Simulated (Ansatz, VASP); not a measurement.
**Rb: VASP beside Ansatz**

The input POSCAR:

```
Rb
1.0
   -2.8677202310      2.8677202310      2.8677202310
    2.8677202310     -2.8677202310      2.8677202310
    2.8677202310      2.8677202310     -2.8677202310
Rb
1
Direct
    0.0000000000      0.0000000000      0.0000000000
```

INCAR.step1

```
PREC     = Accurate       # precision mode
ENCUT    = 520            # plane-wave cutoff, eV
ISMEAR   = 1              # smearing method
SIGMA    = 0.1            # smearing width, eV
LREAL    = F              # projectors in reciprocal space
LASPH    = T              # aspherical terms in the spheres
NELM     = 100            # most SCF steps
NBANDS   = 10             # bands
GGA      = PE             # functional
ALGO     = Normal         # electronic algorithm
EDIFF    = 1E-4           # SCF threshold, eV
LWAVE    = T              # write WAVECAR
LCHARG   = F              # write CHGCAR
```

INCAR.step2

```
PREC     = Accurate       # precision mode
ENCUT    = 520            # plane-wave cutoff, eV
EDIFF    = 1E-7           # SCF threshold, eV
ISMEAR   = 1              # smearing method
SIGMA    = 0.1            # smearing width, eV
LREAL    = F              # projectors in reciprocal space
LASPH    = T              # aspherical terms in the spheres
NELM     = 100            # most SCF steps
ALGO     = Normal         # electronic algorithm
ISIF     = 2              # what is computed and relaxed
LWAVE    = F              # write WAVECAR
LCHARG   = F              # write CHGCAR
METAGGA  = R2SCAN         # meta-GGA
LMIXTAU  = T            
NBANDS   = 10             # bands
ISTART   = 1
```

The input KPOINTS:

```
regular mesh
0
Gamma
  8 8 8
```

Input for Ansatz:

```yaml
crystal:
  lattice:
    - [-2.867720231, 2.867720231, 2.867720231]
    - [2.867720231, -2.867720231, 2.867720231]
    - [2.867720231, 2.867720231, -2.867720231]
  atoms:
    - { symbol: Rb, position: [0.0, 0.0, 0.0] }
hamiltonian:
  xc: r2scan
  pseudopotentials:
    kind: paw
    azcp:
      Rb: "pseudopotentials/Rb.paw.azcp"
basis:
  ecutwfc: 500
  fft_grid_basis: typed
kpoints:
  mp_grid: { grid: [8, 8, 8], shift: [0, 0, 0] }
magnetization:
  spin_polarized: false
scf:
  occupations: { method: cold, width: 0.1 }
  lower_state_search: "off"
output:
  stress: true
  write_density: true
  write_potential: true
  elf: true
  volumetric_format: npy
```

Alike in both runs: task single point; functional r2SCAN; k mesh 8 × 8 × 8; no spin polarisation.

```csv
,VASP,Ansatz
version,VASP 6.6.1,Ansatz 0.2.0
potentials or method,"VASP PAW PBE potentials, release 64 (Rb_sv), cutoff 520 eV","plane waves (500 eV) with PAW, scalar-relativistic"
occupations,"methfessel-paxton of order 1, width 0.1 eV","cold, width 0.1 eV"
valence electrons in the cell,9,9
```

|  | VASP | Ansatz | Ansatz less VASP |
| --- | --- | --- | --- |
| pressure (GPa) | 0.0 | 0.0 | 0.00 |

VASP's potentials were made for PBE, not for r2SCAN.
